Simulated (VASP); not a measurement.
Ge, 16 atoms in the cell. Symmetry: P6_3/mmc, No. 194, hexagonal system. The conventional cell has a = 4.069 Å, b = 4.069 Å, c = 26.634 Å, α = 90.00°, β = 90.00°, γ = 120.00°. Ge (site symmetry 3m) has 4 Ge at 2.49 Å within 3.3 Å. Ge (site symmetry 3m) has 4 Ge at 2.49 Å within 3.3 Å. Within 3.3 Å of Ge (site symmetry 3m) lie 4 Ge at 2.49 Å. Within 3.3 Å of Ge (site symmetry 3m) lie 4 Ge at 2.49 to 2.51 Å. The cell was built from a structure type or drawn by symmetry, and may not be a known phase.

* Program: VASP 6.6.1
* Task: single point
* Functional: PBE
* Potentials or basis: VASP PAW PBE potentials, release 64 (Ge_d)
* Cutoff: 520 eV
* k mesh: 6 × 6 × 1
* Occupations: gaussian, width 0.1 eV
* Spin: no spin polarisation
* Dipole correction: no
* Further INCAR settings: LREAL = Auto; ALGO = Normal; EDIFF = 1e-07; NBANDS = 126

Potentials or basis: VASP PAW PBE potentials, release 64 (Ge_d).

Launch:

```console
$ cat potpaw_PBE.64/Ge_d/POTCAR > POTCAR
$ mpirun -np 1 vasp_std > vasp.out
```

Hardware: 1 thread of AMD EPYC 7R13 Processor (Zen 3), with other jobs on the host.

Q: Estimate the wall time of this run.

A: Run time: 9.5 min on 1 thread of AMD EPYC 7R13 Processor (Zen 3), on a shared host, peak memory 0.49 GiB. Counts: scf iterations 17, k points 7.
